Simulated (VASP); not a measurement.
# Cs3Re (Pm-3m) in VASP: a series of runs

Cs3Re is run at these levels: PBEsol; tasks: single point.

Everything below comes from runs of VASP 6.6.1. Logs are shortened: lines on timing, memory, paths and dates and some standing lists are left out, and cuts for length are marked.

### Step 1. The cell of the first run

Symmetry: Pm-3m, No. 221, cubic system. The conventional cell has a = 5.880 Å, b = 5.880 Å, c = 5.880 Å, α = 90.00°, β = 90.00°, γ = 90.00°. Cs (site symmetry 4/mmm) has 8 Cs at 4.16 Å and 4 Re at 4.16 Å within 5.5 Å. Re (site symmetry m-3m) has 12 Cs at 4.16 Å within 5.5 Å.

### Step 2. Single point, PBEsol (Pt replaced by Re, lengths x 1.010, strained)

File INCAR:

```
SYSTEM = Cs3Re
PREC = Accurate
ENCUT = 520
EDIFF = 1E-7
ISMEAR = 0
SIGMA = 0.1
LREAL = .False.
LASPH = .True.
NELM = 80
ALGO = Normal
ISIF = 2
LWAVE = .False.
LCHARG = .False.
GGA = PS
NBANDS = 25
```

File KPOINTS:

```
Automatic mesh
0
Gamma
  4 4 4
  0 0 0
```

File POSCAR:

```
Cs3Re
1.0
    5.8797067202      0.0000000000      0.0000000000
    0.0000000000      5.8797067202      0.0000000000
    0.0000000000      0.0000000000      5.8797067202
Cs Re
3 1
Direct
    0.0000000000      0.0000000000      0.5000000000
    0.0000000000      0.5000000000      0.0000000000
    0.5000000000      0.0000000000      0.0000000000
    0.5000000000      0.5000000000      0.5000000000
```

Potentials or basis: VASP PAW PBE potentials, release 64 (Cs_sv, Re).

Run with:

```bash
cat potpaw_PBE.64/Cs_sv/POTCAR potpaw_PBE.64/Re/POTCAR > POTCAR
mpirun -np 1 vasp_std > vasp.out
```

OUTCAR:

```text
SYSTEM = Cs3Re
   PREC = Accurate
   ENCUT = 520
   EDIFF = 1E-7
   ISMEAR = 0
   LREAL = .False.
   LASPH = .True.
   NELM = 80
   ISIF = 2
   GGA = PS

 ion  position               nearest neighbor table
   1  0.000  0.000  0.500-
   2  0.000  0.500  0.000-
   3  0.500  0.000  0.000-
   4  0.500  0.500  0.500-

  LATTYP: Found a simple cubic cell.
 ALAT       =     5.8797067202

  Lattice vectors:

 A1 = (   5.8797067202,   0.0000000000,   0.0000000000)
 A2 = (   0.0000000000,   5.8797067202,   0.0000000000)
 A3 = (   0.0000000000,   0.0000000000,   5.8797067202)

Analysis of symmetry for initial positions (statically):
=====================================================================
 Subroutine PRICEL returns:
 Original cell was already a primitive cell.

 Routine SETGRP: Setting up the symmetry group for a
 simple cubic supercell.

 Subroutine GETGRP returns: Found 48 space group operations
 (whereof 48 operations were pure point group operations)
 out of a pool of 48 trial point group operations.

The static configuration has the point symmetry O_h .

Analysis of symmetry for dynamics (positions and initial velocities):
=====================================================================
 Subroutine PRICEL returns:
 Original cell was already a primitive cell.

 Routine SETGRP: Setting up the symmetry group for a
 simple cubic supercell.

 Subroutine GETGRP returns: Found 48 space group operations
 (whereof 48 operations were pure point group operations)
 out of a pool of 48 trial point group operations.

The dynamic configuration has the point symmetry O_h .

 Subroutine INISYM returns: Found 48 space group operations
 (whereof 48 operations are pure point group operations),
 and found     1 'primitive' translations

----------------------------------------------------------------------------------------

                                     Primitive cell

  volume of cell :     203.2671

  direct lattice vectors                    reciprocal lattice vectors
     5.879706720  0.000000000  0.000000000     0.170076510  0.000000000  0.000000000
     0.000000000  5.879706720  0.000000000     0.000000000  0.170076510  0.000000000
     0.000000000  0.000000000  5.879706720     0.000000000  0.000000000  0.170076510

  length of vectors
[... 68 lines left out ...]
   LASPH  =      T    aspherical Exc in radial PAW
   ENCUT  =  520.0 eV  38.22 Ry    6.18 a.u.  10.93 10.93 10.93*2*pi/ulx,y,z
   NELM   =     80;   NELMIN=  2; NELMDL= -5     # of ELM steps
   EDIFF  = 0.1E-06   stopping-criterion for ELM
   LREAL  =      F    real-space projection
   EDIFFG = 0.1E-05   stopping-criterion for IOM
   NSW    =      0    number of steps for IOM
   IBRION =     -1    ionic relax: 0-MD 1-quasi-New 2-CG
   NFREE  =      0    steps in history (QN), initial steepest desc. (CG)
   ISIF   =      2    stress and relaxation
   ISYM   =      2    0-nonsym 1-usesym 2-fastsym
   POTIM  = 0.5000    time-step for ionic-motion
   TEBEG  =    0.0;   TEEND  =   0.0 temperature during run
   PSTRESS=    0.0 pullay stress
   NELECT =      34.0000    total number of electrons
   NUPDOWN=      -1.0000    fix difference up-down
   EMIN   =  10.00;   EMAX   =-10.00  energy-range for DOS
   EFERMI =   0.00;   METHOD = LEGACY
   ISMEAR =     0;   SIGMA  =   0.10  broadening in eV -4-tet -1-fermi 0-gaus
   EFERMI_NEDOS =   21; number of points for ismear=-14 and -15
   IALGO  =     38    algorithm
   IMIX   =      4    mixing-type and parameters
     AMIX     =   0.40;   BMIX     =  1.00
     AMIX_MAG =   1.60;   BMIX_MAG =  1.00
  volume/ion in A,a.u.               =      50.82       342.93
  Fermi-wavevector in a.u.,A,eV,Ry     =   0.902012  1.704555 11.070040  0.813625
  Thomas-Fermi vector in A             =   2.025163
   LORBIT       =      0    0 simple, 1 ext, 2 COOP (PROOUT), +10 PAW based schemes
   GGA     = PS    functional components
   LHFCALC =     F    Hartree Fock is set to
   AEXX    =    0.0000 exact exchange contribution
   IVDW    =     0    specifies the selected vdW correction
   LEPSILON=     F    determine dielectric tensor
   LRPA    =     F    only Hartree local field effects (RPA)
 non-spin polarized calculation
 Gauss-broadening in eV      SIGMA  =   0.10
  energy-cutoff  :      520.00
  volume of cell :      203.27
 maximum number of plane-waves:      5520
 NGX is ok and might be reduce to    48
   NGX = 21   NGY = 21   NGZ = 21

 number of electron      33.9999996 magnetization

 Free energy of the ion-electron system (eV)
  ---------------------------------------------------
  ext. energy  EPLUGINS =         0.00000000
  ---------------------------------------------------
  free energy    TOTEN  =        -8.41570434 eV

  energy without entropy =       -8.30501470  energy(sigma->0) =       -8.36035952

 E-fermi :   1.9282     XC(G=0):  -7.9851

 val. band max:        1.8964050478   @ k =   0.5000   0.2500   0.2500
 cond. band min:       1.9306323500   @ k =   0.2500   0.2500   0.2500
 fundamental gap:      0.0342273023
 Fermi energy:         1.9282495306

 k-point     1 :       0.0000    0.0000    0.0000
  band No.  band energies     occupation
      1     -21.2361      2.00000
      2     -21.0426      2.00000
      3     -21.0426      2.00000
      4      -8.5130      2.00000
      5      -8.5130      2.00000
      6      -8.5130      2.00000
[... 269 lines left out ...]
     24       4.0804      0.00000
     25       5.1324      0.00000

------------------------ aborting loop because EDIFF is reached ----------------------------------------

  FORCE on cell =-STRESS in cart. coord.  units (eV):
  Direction    XX          YY          ZZ          XY          YZ          ZX
  --------------------------------------------------------------------------------------
  -------------------------------------------------------------------------------------
  Total       -2.2018462     -2.2018462     -2.2018462      0.0000000      0.0000000      0.0000000
  in kB      -17.3552376    -17.3552376    -17.3552376      0.0000000      0.0000000      0.0000000
  external PRESSURE =     -17.3552376 kB  Pullay stress =       0.0000000 kB

 VOLUME and BASIS-vectors are now :
 -----------------------------------------------------------------------------
  energy-cutoff  :      520.00
  volume of cell :      203.27
      direct lattice vectors                 reciprocal lattice vectors
     5.879706720  0.000000000  0.000000000     0.170076510  0.000000000  0.000000000
     0.000000000  5.879706720  0.000000000     0.000000000  0.170076510  0.000000000
     0.000000000  0.000000000  5.879706720     0.000000000  0.000000000  0.170076510

 POSITION                                       TOTAL-FORCE (eV/Angst)
 -----------------------------------------------------------------------------------
      0.00000      0.00000      2.93985         0.000000      0.000000      0.000000
      0.00000      2.93985      0.00000         0.000000      0.000000      0.000000
      2.93985      0.00000      0.00000         0.000000      0.000000      0.000000
      2.93985      2.93985      2.93985         0.000000      0.000000      0.000000
 -----------------------------------------------------------------------------------
    total drift:                                0.000000     -0.000000      0.000000

  FREE ENERGIE OF THE ION-ELECTRON SYSTEM (eV)
  ---------------------------------------------------
  free  energy   TOTEN  =        -8.4157043363 eV

  energy  without entropy=       -8.3050147003  energy(sigma->0) =       -8.36035952
```

OSZICAR:

```text
N       E                     dE             d eps       ncg     rms          rms(c)
DAV:   1     0.205760416341E+03    0.20576E+03   -0.13309E+04   748   0.114E+03
DAV:   2     0.892396236011E+01   -0.19684E+03   -0.18979E+03   913   0.249E+02
DAV:   3    -0.877697300784E+01   -0.17701E+02   -0.17437E+02   832   0.782E+01
DAV:   4    -0.905254119628E+01   -0.27557E+00   -0.27223E+00   728   0.883E+00
DAV:   5    -0.906392383815E+01   -0.11383E-01   -0.11345E-01   848   0.175E+00    0.411E+00
DAV:   6    -0.942307603242E+01   -0.35915E+00   -0.90627E+00   872   0.104E+01    0.760E+00
DAV:   7    -0.853625988482E+01    0.88682E+00   -0.36682E+00   904   0.101E+01    0.142E+00
DAV:   8    -0.842547172731E+01    0.11079E+00   -0.58392E-01   712   0.299E+00    0.120E+00
DAV:   9    -0.842218008764E+01    0.32916E-02   -0.10874E-01   792   0.102E+00    0.573E-01
DAV:  10    -0.841561109816E+01    0.65690E-02   -0.16357E-02   680   0.382E-01    0.999E-02
DAV:  11    -0.841570788483E+01   -0.96787E-04   -0.11552E-03   832   0.260E-01    0.322E-02
DAV:  12    -0.841572184039E+01   -0.13956E-04   -0.23741E-04   744   0.532E-02    0.332E-02
DAV:  13    -0.841570547600E+01    0.16364E-04   -0.10131E-04   808   0.241E-02    0.797E-03
DAV:  14    -0.841570453883E+01    0.93717E-06   -0.25652E-06   664   0.477E-03    0.392E-03
DAV:  15    -0.841570434643E+01    0.19240E-06   -0.19195E-06   688   0.416E-03    0.147E-03
DAV:  16    -0.841570433627E+01    0.10160E-07   -0.15569E-07   413   0.447E-03
   1 F= -.84157043E+01 E0= -.83603595E+01  d E =-.110690E+00
```

stdout:

```text
POSCAR found type information on POSCAR CsRe
 POSCAR found :  2 types and       4 ions
 scaLAPACK will be used
 -----------------------------------------------------------------------------
|                                                                             |
|                                                                             |
|     You enforced a specific xc type in the INCAR file but a different       |
|     I HOPE YOU KNOW WHAT YOU ARE DOING!                                     |
|                                                                             |
 -----------------------------------------------------------------------------

 LDA part: xc-table for (Slater+PW92), standard interpolation
 POSCAR, INCAR and KPOINTS ok, starting setup
 FFT: planning ... GRIDC
 FFT: planning ... GRID_SOFT
 FFT: planning ... GRID
 WAVECAR not read
 entering main loop
```

Wall time 91 s (1 thread of Oxide Virtual Turin-like, shared host); peak memory 0.29 GiB.

Results:

```
Free energy            : -8.4157 eV
Pressure               : -1.7 GPa
Band gap on the k mesh : zero (bands 17 and 18 overlap by 0.40 eV)
```

Levels at points of the mesh, in eV from the Fermi level:
```
           k point  band 14  band 15  band 16  band 17  band 18  band 19
(0.00, 0.00, 0.00)    -0.72    -0.59    -0.59    -0.30    -0.30    -0.30
(0.50, 0.00, 0.00)    -0.32    -0.21    -0.16     0.04     0.07     0.07
(0.50, 0.50, 0.00)    -0.19    -0.05     0.06     0.06     0.19     0.66
(0.50, 0.50, 0.50)    -0.45    -0.45    -0.45     0.10     0.10     1.52
```

Caveat: the cell differs from its parent crystal (Pt replaced by Re, lengths x 1.010, strained); the PAW data sets were made with another functional, which shifts forces and pressure a little; spin-orbit coupling is left out, which moves the levels of the heavy elements.

### Step 3. Single point, PBEsol (Pt replaced by Re, lengths x 1.010, strained)

File INCAR:

```
ALGO     = Fast           # electronic algorithm
EDIFF    = 1E-7           # SCF threshold, eV
ENCUT    = 520            # plane-wave cutoff, eV
GGA      = PS             # functional
ISIF     = 2              # what is computed and relaxed
ISMEAR   = 0              # smearing method
LASPH    = True           # aspherical terms in the spheres
LCHARG   = False          # write CHGCAR
LREAL    = False          # projectors in reciprocal space
LWAVE    = False          # write WAVECAR
NBANDS   = 25             # bands
NELM     = 100            # most SCF steps
PREC     = Accurate       # precision mode
SIGMA    = 0.1            # smearing width, eV
```

File KPOINTS:

```
k-points
0
Gamma
  8 8 8
```

POSCAR is that of step 2.

Potentials or basis: VASP PAW PBE potentials, release 64 (Cs_sv, Re).

Run with:

```bash
cat potpaw_PBE.64/Cs_sv/POTCAR potpaw_PBE.64/Re/POTCAR > POTCAR
mpirun -np 1 vasp_std > vasp.out
```

It took 5.3 min on 1 thread of Oxide Virtual Turin-like, shared host; peak memory 0.37 GiB.

Results (log left out):

| Quantity | Value |
| --- | --- |
| Free energy | -8.4192 eV |
| Pressure | -1.7 GPa |
| Band gap on the k mesh | zero (bands 17 and 18 overlap by 0.40 eV) |

Levels at points of the mesh, in eV from the Fermi level:
```
           k point  band 14  band 15  band 16  band 17  band 18  band 19
(0.00, 0.00, 0.00)    -0.73    -0.59    -0.59    -0.30    -0.30    -0.30
(0.50, 0.00, 0.00)    -0.33    -0.21    -0.16     0.04     0.07     0.07
(0.50, 0.50, 0.00)    -0.19    -0.05     0.06     0.06     0.19     0.66
(0.50, 0.50, 0.50)    -0.45    -0.45    -0.45     0.10     0.10     1.51
```

Caveat: the cell differs from its parent crystal (Pt replaced by Re, lengths x 1.010, strained); the PAW data sets were made with another functional, which shifts forces and pressure a little; spin-orbit coupling is left out, which moves the levels of the heavy elements.

The gap in the log of VASP goes by the Fermi energy; the results here count the filled bands.